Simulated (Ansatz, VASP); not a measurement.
**HfN in VASP and in Ansatz**

```
Hf N
1.0
     3.18526    0.00000    0.00000
    -1.59263    2.75852    0.00000
     0.00000    0.00000   10.72712
Hf N
4 4
Direct
  0.00000 0.00000 0.00000
  0.33333 0.66667 0.25000
  0.00000 0.00000 0.50000
  0.66667 0.33333 0.75000
  0.66667 0.33333 0.11906
  0.66667 0.33333 0.38094
  0.33333 0.66667 0.61906
  0.33333 0.66667 0.88094
```

Alike in both runs: functional PBE; k mesh 12 × 12 × 5; occupations gaussian, width 0.1 eV; no spin polarisation.

Ansatz relaxed the structure, and its values are those at the end. VASP's run is a single point on that final structure, the one shown.

|  | VASP | Ansatz |
| --- | --- | --- |
| version | VASP 6.6.1 | Ansatz 0.2.0 |
| potentials or method | VASP PAW PBE potentials, release 64 (Hf_pv, N), cutoff 600 eV | scalar-relativistic, plane waves, PAW |
| valence electrons in the cell | 60 | 124 |

|  | VASP | Ansatz | Ansatz less VASP |
| --- | --- | --- | --- |
| gap on the k mesh at the Fermi level (eV) | none | none | - |
| pressure (GPa) | -2.4 | 0.0 | +2.37 |
| rms of the force components (eV/Å) | 0.012 | 0.000 | -0.0118 |

A gap of «none» marks a metal or a gap that the smearing closes. With one functional, cell and mesh, what is left measures potentials, basis and numerics. VASP's potentials hold 60 valence electrons a cell and Ansatz's 124, so a difference there can come from the potentials and not from the codes.

Spin-orbit coupling is off throughout.
